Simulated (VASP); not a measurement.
# AlRu (P4/mmm) in VASP: single point with PBEsol

Aim: the single point of AlRu with PBEsol.

Program: VASP 6.6.1. These are calculated values, not measurements. Logs are shortened: lines on timing, memory, paths and dates and some standing lists are left out, and cuts for length are marked.

**1. The cell of the first run**

The typed cell holds 2 atoms: a = 2.974 Å, b = 2.974 Å, c = 2.980 Å, α = 90.00°, β = 90.00°, γ = 90.00°.

**2. Single point, PBEsol**

Input file INCAR:

```
  PREC = Accurate
  ENCUT = 520
  EDIFF = 1E-6
  ISMEAR = 0
  SIGMA = 0.1
  LREAL = F
  LASPH = T
  NELM = 60
  ALGO = Fast
  ISIF = 2
  LWAVE = F
  LCHARG = T
  GGA = PS
  LELF = T
  LVHAR = T
  NBANDS = 16
```

Input file KPOINTS:

```
Automatic mesh
0
Gamma
  16 16 12
```

Input file POSCAR:

```
AlRu
1.0
    2.9742170913      0.0000000000      0.0000000000
    0.0000000000      2.9742170913      0.0000000000
    0.0000000000      0.0000000000      2.9800337688
Ru Al
1 1
Direct
    0.5000000000      0.5000000000      0.5000000000
    0.0000000000      0.0000000000      0.0000000000
```

Potentials or basis: VASP PAW PBE potentials, release 64 (Ru_pv, Al).

Launch:

```sh
$ cat potpaw_PBE.64/Ru_pv/POTCAR potpaw_PBE.64/Al/POTCAR > POTCAR
$ mpirun -np 1 vasp_std > vasp.out
```

OUTCAR:

```text
PREC = Accurate
   ENCUT = 520
   EDIFF = 1E-6
   ISMEAR = 0
   LREAL = F
   LASPH = T
   NELM = 60
   ISIF = 2
   GGA = PS

 ion  position               nearest neighbor table
   1  0.500  0.500  0.500-   2 2.58   2 2.58   2 2.58   2 2.58   2 2.58   2 2.58   2 2.58   2 2.58

   2  0.000  0.000  0.000-   1 2.58   1 2.58   1 2.58   1 2.58   1 2.58   1 2.58   1 2.58   1 2.58

  LATTYP: Found a simple tetragonal cell.
 ALAT       =     2.9742170913
 C/A-ratio  =     1.0019557004

  Lattice vectors:

 A1 = (   2.9742170913,   0.0000000000,   0.0000000000)
 A2 = (   0.0000000000,   2.9742170913,   0.0000000000)
 A3 = (   0.0000000000,   0.0000000000,   2.9800337688)

Analysis of symmetry for initial positions (statically):
=====================================================================
 Subroutine PRICEL returns:
 Original cell was already a primitive cell.

 Routine SETGRP: Setting up the symmetry group for a
 simple tetragonal supercell.

 Subroutine GETGRP returns: Found 16 space group operations
 (whereof 16 operations were pure point group operations)
 out of a pool of 16 trial point group operations.

The static configuration has the point symmetry D_4h.

Analysis of symmetry for dynamics (positions and initial velocities):
=====================================================================
 Subroutine PRICEL returns:
 Original cell was already a primitive cell.

 Routine SETGRP: Setting up the symmetry group for a
 simple tetragonal supercell.

 Subroutine GETGRP returns: Found 16 space group operations
 (whereof 16 operations were pure point group operations)
 out of a pool of 16 trial point group operations.

The dynamic configuration has the point symmetry D_4h.

 Subroutine INISYM returns: Found 16 space group operations
 (whereof 16 operations are pure point group operations),
 and found     1 'primitive' translations

----------------------------------------------------------------------------------------

                                     Primitive cell

  volume of cell :      26.3613

  direct lattice vectors                    reciprocal lattice vectors
     2.974217091  0.000000000  0.000000000     0.336222935  0.000000000  0.000000000
     0.000000000  2.974217091  0.000000000     0.000000000  0.336222935  0.000000000
     0.000000000  0.000000000  2.980033769     0.000000000  0.000000000  0.335566667

  length of vectors
[... 81 lines left out ...]
   NELM   =     60;   NELMIN=  2; NELMDL= -5     # of ELM steps
   EDIFF  = 0.1E-05   stopping-criterion for ELM
   LREAL  =      F    real-space projection
   EDIFFG = 0.1E-04   stopping-criterion for IOM
   NSW    =      0    number of steps for IOM
   IBRION =     -1    ionic relax: 0-MD 1-quasi-New 2-CG
   NFREE  =      0    steps in history (QN), initial steepest desc. (CG)
   ISIF   =      2    stress and relaxation
   ISYM   =      2    0-nonsym 1-usesym 2-fastsym
   POTIM  = 0.5000    time-step for ionic-motion
   TEBEG  =    0.0;   TEEND  =   0.0 temperature during run
   PSTRESS=    0.0 pullay stress
   NELECT =      17.0000    total number of electrons
   NUPDOWN=      -1.0000    fix difference up-down
   EMIN   =  10.00;   EMAX   =-10.00  energy-range for DOS
   EFERMI =   0.00;   METHOD = LEGACY
   ISMEAR =     0;   SIGMA  =   0.10  broadening in eV -4-tet -1-fermi 0-gaus
   EFERMI_NEDOS =   21; number of points for ismear=-14 and -15
   IALGO  =     68    algorithm
   IMIX   =      4    mixing-type and parameters
     AMIX     =   0.40;   BMIX     =  1.00
     AMIX_MAG =   1.60;   BMIX_MAG =  1.00
  volume/ion in A,a.u.               =      13.18        88.95
  Fermi-wavevector in a.u.,A,eV,Ry     =   1.414389  2.672808 27.218416  2.000497
  Thomas-Fermi vector in A             =   2.535937
   LORBIT       =      0    0 simple, 1 ext, 2 COOP (PROOUT), +10 PAW based schemes
   GGA     = PS    functional components
   LHFCALC =     F    Hartree Fock is set to
   AEXX    =    0.0000 exact exchange contribution
   IVDW    =     0    specifies the selected vdW correction
   LEPSILON=     F    determine dielectric tensor
   LRPA    =     F    only Hartree local field effects (RPA)
 non-spin polarized calculation
 RMM-DIIS sequential band-by-band and
 Gauss-broadening in eV      SIGMA  =   0.10
  energy-cutoff  :      520.00
  volume of cell :       26.36
 maximum number of plane-waves:       739
 NGX is ok and might be reduce to    24
   NGX = 11   NGY = 11   NGZ = 11

 number of electron      16.9999996 magnetization

 Free energy of the ion-electron system (eV)
  ---------------------------------------------------
  ext. energy  EPLUGINS =         0.00000000
  ---------------------------------------------------
  free energy    TOTEN  =       -15.52592048 eV

  energy without entropy =      -15.51842962  energy(sigma->0) =      -15.52217505

 E-fermi :  10.8287     XC(G=0): -12.7672

 val. band max:       10.8263560948   @ k =   0.2500   0.1250   0.0000
 cond. band min:      10.8325703688   @ k =   0.1250   0.0000   0.2500
 fundamental gap:      0.0062142740
 Fermi energy:        10.8286887705

 k-point     1 :       0.0000    0.0000    0.0000
  band No.  band energies     occupation
      1     -30.9005      2.00000
      2     -30.9005      2.00000
      3     -30.8930      2.00000
      4       1.0420      2.00000
      5       7.1359      2.00000
      6       7.1453      2.00000
[... 433 lines left out ...]
      3     -30.8708      2.00000
      4       5.2101      2.00000
      5       5.2460      2.00000
      6       8.1348      2.00000
[... 8 lines left out ...]
     15      22.8197      0.00000
     16      23.3956      0.00000

 [... further k-points ...]

------------------------ aborting loop because EDIFF is reached ----------------------------------------

  FORCE on cell =-STRESS in cart. coord.  units (eV):
  Direction    XX          YY          ZZ          XY          YZ          ZX
  --------------------------------------------------------------------------------------
  -------------------------------------------------------------------------------------
  Total        0.0014443      0.0014443     -0.0040099      0.0000000      0.0000000     -0.0000000
  in kB        0.0877824      0.0877824     -0.2437133      0.0000000      0.0000000     -0.0000000
  external PRESSURE =      -0.0227162 kB  Pullay stress =       0.0000000 kB

 VOLUME and BASIS-vectors are now :
 -----------------------------------------------------------------------------
  energy-cutoff  :      520.00
  volume of cell :       26.36
      direct lattice vectors                 reciprocal lattice vectors
     2.974217091  0.000000000  0.000000000     0.336222935  0.000000000  0.000000000
     0.000000000  2.974217091  0.000000000     0.000000000  0.336222935  0.000000000
     0.000000000  0.000000000  2.980033769     0.000000000  0.000000000  0.335566667

 POSITION                                       TOTAL-FORCE (eV/Angst)
 -----------------------------------------------------------------------------------
      1.48711      1.48711      1.49002         0.000000      0.000000      0.000000
      0.00000      0.00000      0.00000         0.000000      0.000000      0.000000
 -----------------------------------------------------------------------------------
    total drift:                                0.000000     -0.000000     -0.000000

  FREE ENERGIE OF THE ION-ELECTRON SYSTEM (eV)
  ---------------------------------------------------
  free  energy   TOTEN  =       -15.5259204757 eV

  energy  without entropy=      -15.5184296167  energy(sigma->0) =      -15.52217505
```

Run time: 38 s. Hardware: 1 thread of Intel Xeon 6975P-C (Granite Rapids), shared host; peak memory 0.24 GiB.

What came out:

- Free energy: -15.5259 eV
- Pressure: 0.0 GPa
- Band gap on the k mesh: zero (an odd number of electrons rules out a gap without spin polarisation)

Levels at points of the mesh, in eV from the Fermi level:
```
           k point  band 7  band 8  band 9  band 10  band 11  band 12
(0.00, 0.00, 0.00)    0.18    0.18    0.19     6.09     6.16     6.16
(0.50, 0.00, 0.00)   -1.66   -1.64    0.45     2.34     7.43    11.03
(0.50, 0.50, 0.00)   -1.38   -1.21   -1.21     1.56     5.39     6.43
(0.00, 0.00, 0.50)   -1.63   -1.63    0.45     2.31     7.43    11.08
(0.50, 0.00, 0.50)   -1.39   -1.20   -1.19     1.56     5.36     6.43
(0.50, 0.50, 0.50)    1.65    1.65    2.69     4.12     4.12     4.13
```

Caveat: the PAW data sets were made with another functional, which shifts forces and pressure a little.
